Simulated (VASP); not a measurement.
# TiAl3 (Pm-3m) in VASP: further runs, part 2 of 2

VASP 6.6.1.

## 3. Single point, PBE (volume scaled by 1.03)

Contents of INCAR:

```
PREC     = Accurate       # precision mode
ENCUT    = 520            # plane-wave cutoff, eV
EDIFF    = 1E-6           # SCF threshold, eV
ISMEAR   = 0              # smearing method
SIGMA    = 0.1            # smearing width, eV
LREAL    = F              # projectors in reciprocal space
LASPH    = T              # aspherical terms in the spheres
NELM     = 80             # most SCF steps
ALGO     = Fast           # electronic algorithm
ISIF     = 2              # what is computed and relaxed
LWAVE    = F              # write WAVECAR
LCHARG   = T              # write CHGCAR
GGA      = PE             # functional
LELF     = T              # ELF
LVHAR    = T            
NBANDS   = 18             # bands
```

Contents of KPOINTS:

```
regular mesh
0
Gamma
  12 12 12
```

Contents of POSCAR:

```
TiAl3
1.0
    4.0190741933      0.0000000000      0.0000000000
    0.0000000000      4.0190741933      0.0000000000
    0.0000000000      0.0000000000      4.0190741933
Ti Al
1 3
Direct
    0.0000000000      0.0000000000      0.0000000000
    0.5000000000      0.0000000000      0.5000000000
    0.0000000000      0.5000000000      0.5000000000
    0.5000000000      0.5000000000      0.0000000000
```

Potentials or basis: VASP PAW PBE potentials, release 64 (Ti_sv, Al).

Run with:

```bash
$ cat potpaw_PBE.64/Ti_sv/POTCAR potpaw_PBE.64/Al/POTCAR > POTCAR
$ mpirun -np 1 vasp_std > vasp.out
```

OUTCAR:

```text
PREC = Accurate
   ENCUT = 520
   EDIFF = 1E-6
   ISMEAR = 0
   LREAL = F
   LASPH = T
   NELM = 80
   ISIF = 2
   GGA = PE

 ion  position               nearest neighbor table
   1  0.000  0.000  0.000-   2 2.84   3 2.84   4 2.84   2 2.84   3 2.84   3 2.84   4 2.84   3 2.84
                             2 2.84   4 2.84   2 2.84   4 2.84
   2  0.500  0.000  0.500-   1 2.84   3 2.84   4 2.84   1 2.84   4 2.84   3 2.84   4 2.84   4 2.84
                             1 2.84   3 2.84   1 2.84   3 2.84
   3  0.000  0.500  0.500-   1 2.84   2 2.84   4 2.84   1 2.84   4 2.84   1 2.84   2 2.84   1 2.84
                             2 2.84   4 2.84   4 2.84   2 2.84
   4  0.500  0.500  0.000-   1 2.84   2 2.84   3 2.84   2 2.84   3 2.84   1 2.84   2 2.84   2 2.84
                             1 2.84   3 2.84   3 2.84   1 2.84

  LATTYP: Found a simple cubic cell.
 ALAT       =     4.0190741933

  Lattice vectors:

 A1 = (   4.0190741933,   0.0000000000,   0.0000000000)
 A2 = (   0.0000000000,   4.0190741933,   0.0000000000)
 A3 = (   0.0000000000,   0.0000000000,   4.0190741933)

Analysis of symmetry for initial positions (statically):
=====================================================================
 Subroutine PRICEL returns:
[... 182 lines left out ...]
 Fermi energy:         8.6251100084

 k-point     1 :       0.0000    0.0000    0.0000
  band No.  band energies     occupation
      1     -48.4504      2.00000
      2     -24.7424      2.00000
      3     -24.7424      2.00000
      4     -24.7424      2.00000
      5      -1.9408      2.00000
      6       5.6116      2.00000
[... 481 lines left out ...]
      5       0.5096      2.00000
      6       2.2204      2.00000
[... 10 lines left out ...]
     17      12.6419      0.00000
     18      14.2232      0.00000

 [... further k-points ...]

------------------------ aborting loop because EDIFF is reached ----------------------------------------

  FORCE on cell =-STRESS in cart. coord.  units (eV):
  Direction    XX          YY          ZZ          XY          YZ          ZX
  --------------------------------------------------------------------------------------
  -------------------------------------------------------------------------------------
  Total       -1.2018942     -1.2018942     -1.2018942     -0.0000000     -0.0000000      0.0000000
  in kB      -29.6618841    -29.6618841    -29.6618841     -0.0000000     -0.0000000      0.0000000
  external PRESSURE =     -29.6618841 kB  Pullay stress =       0.0000000 kB

 VOLUME and BASIS-vectors are now :
 -----------------------------------------------------------------------------
  energy-cutoff  :      520.00
  volume of cell :       64.92
      direct lattice vectors                 reciprocal lattice vectors
     4.019074193  0.000000000  0.000000000     0.248813521  0.000000000  0.000000000
     0.000000000  4.019074193  0.000000000     0.000000000  0.248813521  0.000000000
     0.000000000  0.000000000  4.019074193     0.000000000  0.000000000  0.248813521

 POSITION                                       TOTAL-FORCE (eV/Angst)
 -----------------------------------------------------------------------------------
      0.00000      0.00000      0.00000         0.000000      0.000000      0.000000
      2.00954      0.00000      2.00954         0.000000      0.000000      0.000000
      0.00000      2.00954      2.00954         0.000000      0.000000      0.000000
      2.00954      2.00954      0.00000         0.000000      0.000000      0.000000
 -----------------------------------------------------------------------------------
    total drift:                                0.000000     -0.000000     -0.000000

  FREE ENERGIE OF THE ION-ELECTRON SYSTEM (eV)
  ---------------------------------------------------
  free  energy   TOTEN  =       -20.5347980459 eV

  energy  without entropy=      -20.5202405872  energy(sigma->0) =      -20.52751932
```

It took 1.9 min on 1 thread of Intel Xeon 6975P-C (Granite Rapids), shared host; peak memory 0.22 GiB.

Results:

- Free energy: -20.5348 eV
- Pressure: -3.0 GPa

Levels at points of the mesh, in eV from the Fermi level:
| k point | band 7 | band 8 | band 9 | band 10 | band 11 | band 12 | band 13 | band 14 |
| --- | --- | --- | --- | --- | --- | --- | --- | --- |
| (0.00, 0.00, 0.00) | -3.01 | -2.15 | -2.15 | -2.15 | 0.14 | 0.14 | 0.14 | 0.74 |
| (0.50, 0.00, 0.00) | -2.19 | -2.19 | -2.07 | 0.37 | 0.68 | 0.68 | 0.88 | 1.03 |
| (0.50, 0.50, 0.00) | -6.05 | -4.91 | -1.22 | -1.22 | 0.59 | 0.82 | 1.07 | 1.08 |
| (0.50, 0.50, 0.50) | -5.08 | -4.82 | -3.45 | -3.45 | -3.45 | 0.13 | 1.13 | 1.13 |

## 4. Single point, PBE (volume scaled by 1.06)

Contents of INCAR:

```
SYSTEM = TiAl3
PREC = Accurate
ENCUT = 520
EDIFF = 1E-7
ISMEAR = 0
SIGMA = 0.1
LREAL = .False.
LASPH = .True.
NELM = 60
ALGO = Fast
ISIF = 2
LWAVE = .False.
LCHARG = .False.
GGA = PE
NBANDS = 18
```

Contents of KPOINTS:

```
Automatic mesh
0
Gamma
  12 12 12
  0 0 0
```

Contents of POSCAR:

```
TiAl3
1.0
    4.0577215083      0.0000000000      0.0000000000
    0.0000000000      4.0577215083      0.0000000000
    0.0000000000      0.0000000000      4.0577215083
Ti Al
1 3
Direct
    0.0000000000      0.0000000000      0.0000000000
    0.5000000000      0.0000000000      0.5000000000
    0.0000000000      0.5000000000      0.5000000000
    0.5000000000      0.5000000000      0.0000000000
```

Potentials or basis: VASP PAW PBE potentials, release 64 (Ti_sv, Al).

Run with:

```bash
$ cat potpaw_PBE.64/Ti_sv/POTCAR potpaw_PBE.64/Al/POTCAR > POTCAR
$ mpirun -np 1 vasp_std > vasp.out
```

OUTCAR:

```text
SYSTEM = TiAl3
   PREC = Accurate
   ENCUT = 520
   EDIFF = 1E-7
   ISMEAR = 0
   LREAL = .False.
   LASPH = .True.
   NELM = 60
   ISIF = 2
   GGA = PE

 ion  position               nearest neighbor table
   1  0.000  0.000  0.000-   2 2.87   3 2.87   4 2.87   2 2.87   3 2.87   3 2.87   4 2.87   3 2.87
                             2 2.87   4 2.87   2 2.87   4 2.87
   2  0.500  0.000  0.500-   1 2.87   3 2.87   4 2.87   1 2.87   4 2.87   3 2.87   4 2.87   4 2.87
                             1 2.87   3 2.87   1 2.87   3 2.87
   3  0.000  0.500  0.500-   1 2.87   2 2.87   4 2.87   1 2.87   4 2.87   1 2.87   2 2.87   1 2.87
                             2 2.87   4 2.87   4 2.87   2 2.87
   4  0.500  0.500  0.000-   1 2.87   2 2.87   3 2.87   2 2.87   3 2.87   1 2.87   2 2.87   2 2.87
[... 709 lines left out ...]
  Total       -2.3768491     -2.3768491     -2.3768491     -0.0000000      0.0000000      0.0000000
  in kB      -56.9987692    -56.9987692    -56.9987692     -0.0000000      0.0000000      0.0000000
  external PRESSURE =     -56.9987692 kB  Pullay stress =       0.0000000 kB

 VOLUME and BASIS-vectors are now :
 -----------------------------------------------------------------------------
  energy-cutoff  :      520.00
  volume of cell :       66.81
      direct lattice vectors                 reciprocal lattice vectors
     4.057721508  0.000000000  0.000000000     0.246443724  0.000000000  0.000000000
     0.000000000  4.057721508  0.000000000     0.000000000  0.246443724  0.000000000
     0.000000000  0.000000000  4.057721508     0.000000000  0.000000000  0.246443724

 POSITION                                       TOTAL-FORCE (eV/Angst)
 -----------------------------------------------------------------------------------
      0.00000      0.00000      0.00000         0.000000      0.000000      0.000000
      2.02886      0.00000      2.02886         0.000000      0.000000      0.000000
      0.00000      2.02886      2.02886         0.000000      0.000000      0.000000
      2.02886      2.02886      0.00000         0.000000      0.000000      0.000000
 -----------------------------------------------------------------------------------
    total drift:                                0.000000     -0.000000      0.000000

  FREE ENERGIE OF THE ION-ELECTRON SYSTEM (eV)
  ---------------------------------------------------
  free  energy   TOTEN  =       -20.4850084317 eV

  energy  without entropy=      -20.4698744113  energy(sigma->0) =      -20.47744142
```

It took 2.4 min on 1 thread of Intel Xeon 6975P-C (Granite Rapids), shared host; peak memory 0.22 GiB.

Results:

```yaml
Free_energy: -20.4850 eV
Pressure: -5.7 GPa
```

## 5. Summary

| cell | further INCAR settings | gap on the mesh (eV) | pressure (GPa) |
| --- | --- | --- | --- |
| a = 3.980 Å, 4 atoms | ALGO = Fast; EDIFF = 1e-06; NBANDS = 18 | none | 0.0 |
| a = 4.019 Å, 4 atoms | ALGO = Fast; EDIFF = 1e-06; NBANDS = 18 | none | -3.0 |
| a = 4.058 Å, 4 atoms | ALGO = Fast; EDIFF = 1e-07; NBANDS = 18 | none | -5.7 |

Alike in all rows: task single point; level PBE; potentials or basis VASP PAW PBE potentials, release 64 (Ti_sv, Al); no spin polarisation; k mesh 12 × 12 × 12; cutoff (eV) 520; smearing gaussian 0.1 eV.

Absolute energies hang on the potentials; compare differences alone.
